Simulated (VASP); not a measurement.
# BeS (F-43m) in VASP: G0W0 quasiparticle levels with PBE

Aim: the G0W0 quasiparticle levels of BeS with PBE.

Everything below comes from runs of VASP 6.6.1. Logs are shortened: lines on timing, memory, paths and dates and some standing lists are left out, and cuts for length are marked.

## Step 1: The cell of the first run

Symmetry: F-43m, No. 216, cubic system. The conventional cell has a = 4.869 Å, b = 4.869 Å, c = 4.869 Å, α = 90.00°, β = 90.00°, γ = 90.00°. Within 2.8 Å of Be (site symmetry -43m) lie 4 S at 2.11 Å. Within 2.8 Å of S (site symmetry -43m) lie 4 Be at 2.11 Å.

## Step 2: G0W0 quasiparticle levels, PBE

POSCAR

```
BeS
1.0
    0.0000000000      2.4343062282      2.4343062282
    2.4343062282      0.0000000000      2.4343062282
    2.4343062282      2.4343062282      0.0000000000
Be S
1 1
Direct
    0.0000000000      0.0000000000      0.0000000000
    0.2500000000      0.2500000000      0.2500000000
```

INCAR.step1

```
SYSTEM = BeS
PREC     = Accurate       ! precision mode
ENCUT    = 500            ! plane-wave cutoff, eV
EDIFF    = 1E-8           ! SCF threshold, eV
ISMEAR   = 0              ! smearing method
SIGMA    = 0.01           ! smearing width, eV
LREAL    = .False.        ! projectors in reciprocal space
LASPH    = .True.         ! aspherical terms in the spheres
NELM     = 80             ! most SCF steps
ALGO     = Normal         ! electronic algorithm
LWAVE    = .True.         ! write WAVECAR
LCHARG   = .False.        ! write CHGCAR
GGA      = PE             ! functional
```

INCAR.step2

```
SYSTEM = BeS
PREC     = Accurate       ! precision mode
ENCUT    = 500            ! plane-wave cutoff, eV
EDIFF    = 1E-8           ! SCF threshold, eV
ISMEAR   = 0              ! smearing method
SIGMA    = 0.01           ! smearing width, eV
LREAL    = .False.        ! projectors in reciprocal space
LASPH    = .True.         ! aspherical terms in the spheres
NELM     = 1              ! most SCF steps
ALGO     = Exact          ! electronic algorithm
LWAVE    = .True.         ! write WAVECAR
LCHARG   = .False.        ! write CHGCAR
GGA      = PE             ! functional
NBANDS   = 50             ! bands
LOPTICS  = .True.         ! frequency-dependent dielectric function
ISTART   = 1
```

INCAR.step3

```
SYSTEM = BeS
PREC     = Accurate       ! precision mode
ENCUT    = 500            ! plane-wave cutoff, eV
EDIFF    = 1E-8           ! SCF threshold, eV
ISMEAR   = 0              ! smearing method
SIGMA    = 0.01           ! smearing width, eV
LREAL    = .False.        ! projectors in reciprocal space
LASPH    = .True.         ! aspherical terms in the spheres
ALGO     = EVGW0          ! electronic algorithm
LWAVE    = .False.        ! write WAVECAR
LCHARG   = .False.        ! write CHGCAR
GGA      = PE             ! functional
NELMGW   = 1            
NBANDS   = 50             ! bands
ENCUTGW  = 80.0           ! cutoff of the response function
NOMEGA   = 96             ! frequency points
PRECFOCK = Fast         
ISTART   = 1            
NBANDSGW = 12           
OMEGAMAX = 20
```

KPOINTS

```
regular mesh
0
Gamma
  6 6 6
  0 0 0
```

Potentials or basis: VASP PAW PBE potentials, release 64 (Be_GW, S_GW).

On the command line:

```bash
$ cat potpaw_PBE.64/Be_GW/POTCAR potpaw_PBE.64/S_GW/POTCAR > POTCAR
$ cp INCAR.step1 INCAR
$ mpirun -np 1 vasp_std > vasp.out
$ cp INCAR.step2 INCAR
$ mpirun -np 1 vasp_std > vasp.out
$ cp INCAR.step3 INCAR
$ mpirun -np 1 vasp_std > vasp.out
```

OUTCAR:

```text
SYSTEM = BeS
   PREC = Accurate
   ENCUT = 500
   EDIFF = 1E-8
   ISMEAR = 0
   LREAL = .False.
   LASPH = .True.
   GGA = PE
   NELMGW = 1
   ENCUTGW = 80.0
   PRECFOCK = Fast
   ISTART = 1

 ion  position               nearest neighbor table
   1  0.000  0.000  0.000-   2 2.11   2 2.11   2 2.11   2 2.11
   2  0.250  0.250  0.250-   1 2.11   1 2.11   1 2.11   1 2.11

  LATTYP: Found a face centered cubic cell.
 ALAT       =     4.8686124564

  Lattice vectors:

 A1 = (   0.0000000000,   2.4343062282,   2.4343062282)
 A2 = (   2.4343062282,   0.0000000000,   2.4343062282)
 A3 = (   2.4343062282,   2.4343062282,   0.0000000000)

Analysis of symmetry for initial positions (statically):
=====================================================================
 Subroutine PRICEL returns:
 Original cell was already a primitive cell.

 Routine SETGRP: Setting up the symmetry group for a
 face centered cubic supercell.

 Subroutine GETGRP returns: Found 24 space group operations
 (whereof 24 operations were pure point group operations)
 out of a pool of 48 trial point group operations.

The static configuration has the point symmetry T_d .

Analysis of symmetry for dynamics (positions and initial velocities):
=====================================================================
 Subroutine PRICEL returns:
 Original cell was already a primitive cell.

 Routine SETGRP: Setting up the symmetry group for a
 face centered cubic supercell.

 Subroutine GETGRP returns: Found 24 space group operations
 (whereof 24 operations were pure point group operations)
 out of a pool of 48 trial point group operations.

The dynamic configuration has the point symmetry T_d .

 Subroutine INISYM returns: Found 24 space group operations
 (whereof 24 operations are pure point group operations),
 and found     1 'primitive' translations

----------------------------------------------------------------------------------------

                                     Primitive cell

  volume of cell :      28.8507

  direct lattice vectors                    reciprocal lattice vectors
     0.000000000  2.434306228  2.434306228    -0.205397330  0.205397330  0.205397330
     2.434306228  0.000000000  2.434306228     0.205397330 -0.205397330  0.205397330
     2.434306228  2.434306228  0.000000000     0.205397330  0.205397330 -0.205397330

  length of vectors
     3.442628883  3.442628883  3.442628883     0.355758612  0.355758612  0.355758612

  position of ions in fractional coordinates (direct lattice)
     0.000000000  0.000000000  0.000000000
     0.250000000  0.250000000  0.250000000

  ion indices of the primitive-cell ions
   primitive index   ion index
                 1           1
                 2           2

----------------------------------------------------------------------------------------

 KPOINTS: regular mesh

Automatic generation of k-mesh.
 Grid dimensions read from file:
 generate k-points for:    6    6    6

 Generating k-lattice:

  Cartesian coordinates                     Fractional coordinates (reciprocal lattice)
    -0.034232888  0.034232888  0.034232888     0.166666667  0.000000000  0.000000000
     0.034232888 -0.034232888  0.034232888     0.000000000  0.166666667  0.000000000
     0.034232888  0.034232888 -0.034232888     0.000000000  0.000000000  0.166666667

  Length of vectors
     0.059293102  0.059293102  0.059293102

  Shift w.r.t. Gamma in fractional coordinates (k-lattice)
     0.000000000  0.000000000  0.000000000

 Subroutine IBZKPT returns following result:
 ===========================================

 Found     16 irreducible k-points:

 Following reciprocal coordinates:
            Coordinates               Weight
  0.000000  0.000000  0.000000      1.000000
  0.166667  0.000000  0.000000      8.000000
  0.333333  0.000000  0.000000      8.000000
  0.500000  0.000000  0.000000      4.000000
  0.166667  0.166667  0.000000      6.000000
  0.333333  0.166667  0.000000     24.000000
[... 8 lines left out ...]
 -0.333333  0.333333  0.166667     24.000000
 -0.333333  0.500000  0.166667     12.000000
   k-points           NKPTS =     16   k-points in BZ     NKDIM =    216   number of bands    NBANDS=     50
   number of dos      NEDOS =    301   number of ions     NIONS =      2
   total plane-waves  NPLWV =  21952
   dimension x,y,z NGX =    28 NGY =   28 NGZ =   28
   dimension x,y,z NGXF=    56 NGYF=   56 NGZF=   56
   ions per type =               1   1
   NGX,Y,Z   is equivalent  to a cutoff of  13.52, 13.52, 13.52 a.u.
   NGXF,Y,Z  is equivalent  to a cutoff of  27.04, 27.04, 27.04 a.u.
 SYSTEM =  BeS
   PREC   = accura    normal or accurate (medium, high low for compatibility)
   ISTART =      1    job   : 0-new  1-cont  2-samecut
   ICHARG =      0    charge: 1-file 2-atom 10-const
   ISPIN  =      1    spin polarized calculation?
   LNONCOLLINEAR =      F non collinear calculations
   LSORBIT =      F    spin-orbit coupling
   LASPH  =      T    aspherical Exc in radial PAW
   ENCUT  =  500.0 eV  36.75 Ry    6.06 a.u.   6.28  6.28  6.28*2*pi/ulx,y,z
   NELM   =     60;   NELMIN=  2; NELMDL=  0     # of ELM steps
   EDIFF  = 0.1E-07   stopping-criterion for ELM
   LREAL  =      F    real-space projection
   EDIFFG = 0.1E-06   stopping-criterion for IOM
   NSW    =      0    number of steps for IOM
   IBRION =     -1    ionic relax: 0-MD 1-quasi-New 2-CG
   NFREE  =      0    steps in history (QN), initial steepest desc. (CG)
   ISIF   =      0    stress and relaxation
   ISYM   =      3    0-nonsym 1-usesym 2-fastsym
   POTIM  = 0.5000    time-step for ionic-motion
   TEBEG  =    0.0;   TEEND  =   0.0 temperature during run
   PSTRESS=    0.0 pullay stress
   NELECT =       8.0000    total number of electrons
   NUPDOWN=      -1.0000    fix difference up-down
   EMIN   =  10.00;   EMAX   =-10.00  energy-range for DOS
   EFERMI =   0.00;   METHOD = LEGACY
   ISMEAR =     0;   SIGMA  =   0.01  broadening in eV -4-tet -1-fermi 0-gaus
   EFERMI_NEDOS =   21; number of points for ismear=-14 and -15
   IALGO  =     38    algorithm
   IMIX   =      4    mixing-type and parameters
     AMIX     =   0.40;   BMIX     =  1.00
     AMIX_MAG =   1.60;   BMIX_MAG =  1.00
  volume/ion in A,a.u.               =      14.43        97.35
  Fermi-wavevector in a.u.,A,eV,Ry     =   1.067545  2.017368 15.505918  1.139653
  Thomas-Fermi vector in A             =   2.203165
   LORBIT       =      0    0 simple, 1 ext, 2 COOP (PROOUT), +10 PAW based schemes
   GGA     = PE    functional components
   LHFCALC =     T    Hartree Fock is set to
   PRECFOCK=fast      Normal, Fast or Accurate (Low or Medium for compatibility)
   ENCUT4O =  -1.0   cutoff for four orbital integrals eV
   NKREDX  =     1    reduce k-point grid by
   NKREDY  =     1    reduce k-point grid by
   NKREDZ  =     1    reduce k-point grid by
   AEXX    =    1.0000 exact exchange contribution
   HFSCREEN=    0.0000 screening length (either q_TF or 0.3 A-1)
   HFSCREENC=   0.0000 screening length for correlation (either q_TF or 0.3 A-1)
   ENCUTFOCK=  -1.0 apply spherical cutoff to Coloumb kernel
   IVDW    =     0    specifies the selected vdW correction
   LEPSILON=     F    determine dielectric tensor
   LRPA    =     F    only Hartree local field effects (RPA)
   LRPAFORCE           =     F    calculate RPA forces
   ENCUTGW             =  80.0    cutoff for response function in eV
   ENCUTGWSOFT         =  64.0    soft cutoff for Coulomb kernel in GW response function in eV
   ENCUTLF             =  -1.0    cutoff for local field effects
   NELMGW              =     1    number of iterations in solving QP/BSE equation
   NELMHF              =     1    number of iterations in the inner HF iteration
   NKREDLFX            =     1    NKREDLFY  =   1   NKREDLFZ  =   1
 non-spin polarized calculation
 Gauss-broadening in eV      SIGMA  =   0.01
  energy-cutoff  :      500.00
  volume of cell :       28.85
 maximum number of plane-waves:       754
 NGX is ok and might be reduce to    28
  NGX = 16; NGY = 16; NGZ = 16
   NGX = 13   NGY = 13   NGZ = 13
 maximum number of plane-waves:        59
 NGX is ok and might be reduce to    14

 QP shifts <psi_nk| G(iteration)W_0 |psi_nk>: iteration 1
 for sc-GW calculations column KS-energies equals QP-energies in previous step
 and V_xc(KS)=  KS-energies - (<T + V_ion + V_H > + <T+V_H+V_ion>^1  + <V_x>^1)

 k-point   1 :       0.0000    0.0000    0.0000
  band No.  KS-energies  QP-energies   sigma(KS)   V_xc(KS)     V^pw_x(r,r')   Z            occupation Imag(sigma)

      1      -9.9430     -10.5842     -13.6861     -12.7998     -21.3238       0.7235       2.0000       1.4581
      2       3.6778       3.0674     -14.4700     -13.7009     -16.4466       0.7936       2.0000       0.0353
      3       3.6778       3.0674     -14.4700     -13.7009     -16.4466       0.7936       2.0000       0.0353
      4       3.6778       3.0674     -14.4700     -13.7009     -16.4466       0.7936       2.0000       0.0353
      5       9.3305      10.2590      -9.3639     -10.5231      -5.2873       0.8010       0.0000      -0.0517
      6       9.3305      10.2590      -9.3639     -10.5231      -5.2873       0.8010       0.0000      -0.0517
      7       9.3305      10.2590      -9.3639     -10.5231      -5.2873       0.8010       0.0000      -0.0517
      8       9.4633      10.1388      -9.5811     -10.4243      -5.3591       0.8011       0.0000      -0.0556
      9      16.3018      17.3786     -10.0378     -11.4373      -4.9615       0.7694       0.0000      -0.1636
     10      16.3018      17.3786     -10.0378     -11.4373      -4.9615       0.7694       0.0000      -0.1636
     11      18.4759      18.6080      -8.3635      -8.5390      -2.3399       0.7529       0.0000      -0.4036
     12      20.1641      20.4353      -8.3390      -8.6875      -2.2634       0.7780       0.0000      -0.5250

 k-point   2 :       0.1667    0.0000    0.0000
  band No.  KS-energies  QP-energies   sigma(KS)   V_xc(KS)     V^pw_x(r,r')   Z            occupation Imag(sigma)
[... 225 lines left out ...]
      1      -7.7927      -8.1736     -14.4332     -13.9095     -21.5603       0.7271       2.0000       0.9985
      2      -0.8714      -1.9210     -13.2149     -11.8066     -16.5502       0.7453       2.0000       0.0852
      3       0.3067      -0.6305     -13.2913     -12.0648     -16.1133       0.7641       2.0000       0.0625
      4       0.5350      -0.3585     -13.0317     -11.8710     -15.6642       0.7698       2.0000       0.0574
      5       8.8194       9.4342      -9.2224      -9.9830      -5.3181       0.8082       0.0000      -0.0510
      6      10.3141      11.1109      -9.4063     -10.4029      -5.2079       0.7995       0.0000      -0.0576
      7      13.6230      14.5077      -9.6048     -10.7652      -4.4008       0.7624       0.0000      -0.1125
      8      14.0464      15.0827     -10.1362     -11.5035      -4.9587       0.7579       0.0000      -0.1125
      9      17.8920      19.0580     -10.3161     -11.8662      -4.4992       0.7523       0.0000      -0.3114
     10      18.0340      18.8467     -10.3924     -11.4925      -4.2236       0.7388       0.0000      -0.3759
     11      20.3550      21.5060     -10.2427     -11.7612      -4.0133       0.7580       0.0000      -0.5110
     12      21.8734      22.6002      -9.9259     -10.8458      -3.6642       0.7901       0.0000      -0.7922
```

Wall time 2.8 min (1 thread of AMD EPYC 9R45 (Zen 5), shared host); peak memory 0.31 GiB.

Results:

```yaml
Quasiparticle_gap: 4.22 eV
Least_direct_quasiparticle_gap: 7.08 eV
Band_gap_of_the_starting_levels_on_the_mesh: 3.13 eV
Least_direct_gap_of_the_starting_levels_on_the_mesh: 5.65 eV
```

Caveat: the k points lie up to 0.37 Å⁻¹ apart; bands, screening cutoff and mesh are small and nothing is extrapolated, so the quasiparticle values aren't converged.
